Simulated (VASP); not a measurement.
Set up this calculation in VASP 6.6.1, as the native input.

| Property | Result |
| --- | --- |
| Task | single point |
| Functional | r2SCAN |
| Potentials or basis | VASP PAW PBE potentials, release 64 (Ge_d) |
| Cutoff | 520 eV |
| k mesh | 8 × 8 × 8 |
| Occupations | fermi-dirac, width 0.05 eV |
| Spin | no spin polarisation |
| Dipole correction | no |
| Further INCAR settings | ALGO = Normal; EDIFF = 1e-07; NBANDS = 21 |

Crystal: Ge.

```
Ge
1.0
     0.00000    2.88439    2.88439
     2.88439    0.00000    2.88439
     2.88439    2.88439    0.00000
Ge
2
Direct
  0.75000 0.75000 0.75000
  0.50000 0.50000 0.50000
```

The input as run:

POSCAR

```
Ge
1.0
    0.0000000000      2.8843929095      2.8843929095
    2.8843929095      0.0000000000      2.8843929095
    2.8843929095      2.8843929095      0.0000000000
Ge
2
Direct
    0.7500000000      0.7500000000      0.7500000000
    0.5000000000      0.5000000000      0.5000000000
```

INCAR.step1

```
SYSTEM = Ge
ALGO = Normal
EDIFF = 1E-4
ENCUT = 520
GGA = PE
ISMEAR = -1
LASPH = .True.
LCHARG = .False.
LREAL = .False.
LWAVE = .True.
NBANDS = 21
NELM = 100
PREC = Accurate
SIGMA = 0.05
```

INCAR.step2

```
SYSTEM = Ge
ALGO = Normal
EDIFF = 1E-7
ENCUT = 520
ISIF = 2
ISMEAR = -1
ISTART = 1
LASPH = .True.
LCHARG = .True.
LELF = .True.
LMIXTAU = .True.
LREAL = .False.
LVHAR = .True.
LWAVE = .False.
METAGGA = R2SCAN
NBANDS = 21
NELM = 100
PREC = Accurate
SIGMA = 0.05
```

KPOINTS

```
k-points
0
Gamma
  8 8 8
  0 0 0
```

Potentials or basis: VASP PAW PBE potentials, release 64 (Ge_d).

Command:

```console
$ cat potpaw_PBE.64/Ge_d/POTCAR > POTCAR
$ cp INCAR.step1 INCAR
$ mpirun -np 1 vasp_std > vasp.out
$ cp INCAR.step2 INCAR
$ mpirun -np 1 vasp_std > vasp.out
```

It gave:

* Pressure: -3.0 GPa
* Band gap on the k mesh: zero (filled and empty bands touch)

Caveat: the PAW data sets were made with another functional, which shifts forces and pressure a little.

Run time: 2.8 min on 1 thread of Intel(R) Xeon(R) Platinum 8488C (Sapphire Rapids), on a shared host, peak memory 0.18 GiB.
